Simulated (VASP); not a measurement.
# Al4CoNi3 (Im-3m) in VASP: notebook, part 2 of 2

VASP 6.6.1.

## (4) Relaxation of cell and atoms, PBE, collinear spin, ferromagnetic start

This run uses another cell than the first one, of 12.89 Å³/atom, 1.071 times its volume.

INCAR reads:

```
SYSTEM = Al4CoNi3
ALGO = Normal
EDIFF = 1E-6
EDIFFG = -0.04
ENCUT = 600
GGA = PE
IBRION = 2
ISIF = 3
ISMEAR = 0
ISPIN = 2
LASPH = .TRUE.
LCHARG = .FALSE.
LMAXMIX = 4
LORBIT = 11
LREAL = .FALSE.
LWAVE = .FALSE.
MAGMOM = 0 0 0 0 3 2 2 2
NELM = 150
NSW = 90
PREC = Accurate
SIGMA = 0.1
```

KPOINTS reads:

```
k-points
0
G
  4 4 4
  0 0 0
```

POSCAR reads:

```
Al4CoNi3
1.0
   -2.9538101400      2.9538101400      2.9538101400
    2.9538101400     -2.9538101400      2.9538101400
    2.9538101400      2.9538101400     -2.9538101400
Al Co Ni
4 1 3
Direct
    0.0000000000      0.5000000000      0.0000000000
    0.5000000000      0.5000000000      0.5000000000
    0.0000000000      0.0000000000      0.5000000000
    0.5000000000      0.0000000000      0.0000000000
    0.0000000000      0.0000000000      0.0000000000
    0.5000000000      0.0000000000      0.5000000000
    0.5000000000      0.5000000000      0.0000000000
    0.0000000000      0.5000000000      0.5000000000
```

Potentials or basis: VASP PAW PBE potentials, release 64 (Al, Co, Ni).

Run with:

```console
$ cat potpaw_PBE.64/Al/POTCAR potpaw_PBE.64/Co/POTCAR potpaw_PBE.64/Ni/POTCAR > POTCAR
$ mpirun -np 1 vasp_std > vasp.out
```

OUTCAR:

```text
SYSTEM = Al4CoNi3
   EDIFF = 1E-6
   EDIFFG = -0.04
   ENCUT = 600
   GGA = PE
   IBRION = 2
   ISIF = 3
   ISMEAR = 0
   ISPIN = 2
   LASPH = .TRUE.
   LORBIT = 11
   LREAL = .FALSE.
   NELM = 150
   NSW = 90
   PREC = Accurate

 ion  position               nearest neighbor table
   1  0.000  0.500  0.000-   5 2.56   6 2.56   7 2.56   8 2.56   8 2.56   5 2.56   7 2.56   6 2.56
                             4 2.95   3 2.95   2 2.95   2 2.95   4 2.95   3 2.95
   2  0.500  0.500  0.500-   5 2.56   6 2.56   7 2.56   8 2.56   7 2.56   6 2.56   8 2.56   5 2.56
                             4 2.95   4 2.95   1 2.95   1 2.95   3 2.95   3 2.95
   3  0.000  0.000  0.500-   5 2.56   6 2.56   7 2.56   8 2.56   5 2.56   8 2.56   6 2.56   7 2.56
                             4 2.95   1 2.95   1 2.95   4 2.95   2 2.95   2 2.95
   4  0.500  0.000  0.000-   5 2.56   6 2.56   7 2.56   8 2.56   6 2.56   7 2.56   5 2.56   8 2.56
                             3 2.95   2 2.95   1 2.95   3 2.95   1 2.95   2 2.95
[... 925 lines left out ...]

 spin component 1

 k-point     1 :       0.0000    0.0000    0.0000
  band No.  band energies     occupation
      1      -1.0519      1.00000
      2       4.7367      1.00000
      3       4.7367      1.00000
      4       4.7367      1.00000
      5       6.6472      1.00000
      6       6.6472      1.00000
[... 635 lines left out ...]
  FREE ENERGIE OF THE ION-ELECTRON SYSTEM (eV)
  ---------------------------------------------------
  free  energy   TOTEN  =       -43.4436545364 eV

  energy  without entropy=      -43.4187163387  energy(sigma->0) =      -43.43118544

 reached required accuracy - stopping structural energy minimisation

 total charge

# of ion       s       p       d       tot
------------------------------------------
    1        0.385   0.412   0.000   0.797
    2        0.385   0.412   0.000   0.797
    3        0.385   0.412   0.000   0.797
    4        0.385   0.412   0.000   0.797
    5        0.422   0.464   7.512   8.398
    6        0.472   0.510   8.465   9.447
    7        0.472   0.510   8.465   9.447
    8        0.472   0.510   8.465   9.447
--------------------------------------------------
tot          3.379   3.645  32.906  39.930

 magnetization (x)

# of ion       s       p       d       tot
------------------------------------------
    1        0.000   0.000   0.000   0.000
    2        0.000   0.000   0.000   0.000
    3        0.000   0.000   0.000   0.000
    4        0.000   0.000   0.000   0.000
    5        0.000   0.000   0.000   0.000
    6        0.000  -0.000   0.000   0.000
    7        0.000  -0.000   0.000   0.000
    8        0.000  -0.000   0.000   0.000
--------------------------------------------------
tot          0.000   0.000   0.000   0.001
```

CONTCAR:

```text
Al4CoNi3
   1.00000000000000
    -2.8871143899038469    2.8871143899038469    2.8871143899038469
     2.8871143899038469   -2.8871143899038469    2.8871143899038469
     2.8871143899038469    2.8871143899038469   -2.8871143899038469
  Al              Co              Ni
     4     1     3
Direct
     0.0000000000000000    0.5000000000000000    0.0000000000000000
     0.5000000000000000    0.5000000000000000    0.5000000000000000
     0.0000000000000000    0.0000000000000000    0.5000000000000000
     0.5000000000000000    0.0000000000000000    0.0000000000000000
     0.0000000000000000    0.0000000000000000    0.0000000000000000
     0.5000000000000000    0.0000000000000000    0.5000000000000000
     0.5000000000000000    0.5000000000000000    0.0000000000000000
     0.0000000000000000    0.5000000000000000    0.5000000000000000

  0.00000000E+00  0.00000000E+00  0.00000000E+00
  0.00000000E+00  0.00000000E+00  0.00000000E+00
  0.00000000E+00  0.00000000E+00  0.00000000E+00
  0.00000000E+00  0.00000000E+00  0.00000000E+00
  0.00000000E+00  0.00000000E+00  0.00000000E+00
  0.00000000E+00  0.00000000E+00  0.00000000E+00
  0.00000000E+00  0.00000000E+00  0.00000000E+00
  0.00000000E+00  0.00000000E+00  0.00000000E+00
```

Wall time 3.8 min (1 thread of Intel Xeon Platinum 8559C (Emerald Rapids), shared host); peak memory 0.36 GiB.

Results:

```
Free energy                                           : -43.4437 eV
Relaxed volume                                        : 12.03 Å³/atom
Relaxed cell                                          : a = 5.001 Å, b = 5.001 Å, c = 5.001 Å, α = 109.47°, β = 109.47°, γ = 109.47°
Space group after relaxing (to 0.05 Å)                : Im-3m (No. 229)
Energy gained by relaxing                             : 25.3 meV/atom
Ionic steps                                           : 3
Pressure after relaxing                               : -0.4 GPa
Net moment                                            : 0.00 μB per cell
Valence electrons inside the program's atomic spheres : Al 0.80; Co 8.40; Ni 9.45
```

The path:
| step | energy change (eV) | largest force (eV/Å) | pressure (GPa) | volume (Å³) |
| --- | --- | --- | --- | --- |
| 1 | 0.0000 | 0.0000 | -9.22 | 103.09 |
| 2 | -0.1299 | 0.0000 | 6.83 | 92.41 |
| 3 | -0.2021 | 0.0000 | -0.40 | 96.26 |

Final structure:
```xyz
8
Lattice="-2.8871 2.8871 2.8871 2.8871 -2.8871 2.8871 2.8871 2.8871 -2.8871" Properties=species:S:1:pos:R:3 pbc="T T T"
Al    1.4436   -1.4436    1.4436
Al    1.4436    1.4436    1.4436
Al    1.4436    1.4436   -1.4436
Al   -1.4436    1.4436    1.4436
Co    0.0000    0.0000    0.0000
Ni    0.0000    2.8871    0.0000
Ni    0.0000    0.0000    2.8871
Ni    2.8871    0.0000    0.0000
```

Caveat: the k points lie up to 0.38 Å⁻¹ apart in the final cell; the starting moments collapsed, and a magnetic state may lie lower.
